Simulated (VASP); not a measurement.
A run of VASP 6.6.1 is set up as follows.

The input INCAR:

```
SYSTEM = MgO
PREC = Accurate
ENCUT = 520
EDIFF = 1E-7
ISMEAR = 0
SIGMA = 0.02
LREAL = .False.
LASPH = .True.
NELM = 80
ALGO = Normal
ISIF = 2
LWAVE = .False.
LCHARG = .False.
GGA = PS
NBANDS = 41
```

KPOINTS

```
Automatic mesh
0
Gamma
  12 12 2
  0 0 0
```

File POSCAR:

```
MgO
1.0
    2.9524830567      0.0000000000      0.0000000000
   -1.4762415283      2.5569253313      0.0000000000
    0.0000000000      0.0000000000     17.6822789115
Mg O
7 7
Direct
    0.0000000000      0.0000000000     -0.0024279367
    0.3333333333      0.6666666667      0.1398316070
    0.0000000000      0.0000000000      0.2863312856
    0.3333333333      0.6666666667      0.4285714286
    0.6666666667      0.3333333333      0.5708115715
    0.3333333333      0.6666666667      0.7173112501
    0.6666666667      0.3333333333      0.8595707939
    0.6666666667      0.3333333333      0.0663915371
    0.6666666667      0.3333333333      0.2130806747
    0.6666666667      0.3333333333      0.3597581631
    0.0000000000      0.0000000000      0.4973846941
    0.0000000000      0.0000000000      0.6440621824
    0.0000000000      0.0000000000      0.7907513201
    0.3333333333      0.6666666667      0.9285714286
```

Potentials or basis: VASP PAW PBE potentials, release 64 (Mg, O).

Command:

```bash
$ cat potpaw_PBE.64/Mg/POTCAR potpaw_PBE.64/O/POTCAR > POTCAR
$ mpirun -np 1 vasp_std > vasp.out
```

(1) Estimate the largest force.

(2) Estimate the pressure.

(3) Predict the band gap on the k mesh.

Results:

(1) 0.004 eV/Å.

(2) -0.5 GPa.

(3) 3.63 eV, indirect (least direct gap 3.66 eV).

Caveat: the PAW data sets were made with another functional, which shifts forces and pressure a little.
